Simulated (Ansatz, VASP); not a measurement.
# Two plane-wave programs on Ir

INCAR

```
SYSTEM = Ir
  PREC = Accurate
  ENCUT = 600
  EDIFF = 1E-6
  ISMEAR = 0
  SIGMA = 0.1
  LREAL = .FALSE.
  LASPH = .TRUE.
  NELM = 60
  ALGO = Normal
  ISIF = 3
  LWAVE = .FALSE.
  LCHARG = .FALSE.
  GGA = PE
  IBRION = 2
  NSW = 80
  EDIFFG = -0.01
```

The input KPOINTS:

```
Automatic mesh
0
G
  18 18 18
  0 0 0
```

File POSCAR:

```
Ir
1.0
    0.0000000000      1.9377905618      1.9377905618
    1.9377905618      0.0000000000      1.9377905618
    1.9377905618      1.9377905618      0.0000000000
Ir
1
Direct
    0.0000000000      0.0000000000      0.0000000000
```

Input for Ansatz:

```yaml
crystal:
  lattice:
    - [0.0, 1.9377905618, 1.9377905618]
    - [1.9377905618, 0.0, 1.9377905618]
    - [1.9377905618, 1.9377905618, 0.0]
  atoms:
    - { symbol: Ir, position: [0.0, 0.0, 0.0] }
basis:
  ecutwfc: 420
kpoints:
  mp_grid: { grid: [18, 18, 18] }
hamiltonian:
  xc: pbe
scf:
  occupations: { method: gaussian, width: 0.1 }
output:
  forces: true
  stress: true
  eigenvalues: true
relax:
  adjacent_minimum: "off"
  f_tol: 0.01
  max_steps: 60
  cell: { stress_tol: 0.1 }
```

Alike in both runs: task relaxation of cell and atoms; functional PBE; k mesh 18 × 18 × 18; occupations gaussian, width 0.1 eV; no spin polarisation.

|  | VASP | Ansatz |
| --- | --- | --- |
| version | VASP 6.6.1 | Ansatz 0.2.0 |
| potentials or method | VASP PAW PBE potentials, release 64 (Ir), cutoff 600 eV | scalar-relativistic, plane waves, PAW |
| valence electrons in the cell | 9 | 17 |

```tsv
	VASP	Ansatz	Ansatz less VASP
gap on the k mesh at the Fermi level, each at its own relaxed structure (eV)	none	none	-
relaxed volume (Å³/atom)	14.52	14.50	-0.023
relaxed length of the cell vector where the two differ most in proportion (Å)	2.738	2.737	-0.0015
```

A gap of «none» marks a metal or a gap that the smearing closes. VASP's potentials hold 9 valence electrons a cell and Ansatz's 17, so a difference there can come from the potentials and not from the codes.

Spin-orbit coupling is off throughout.
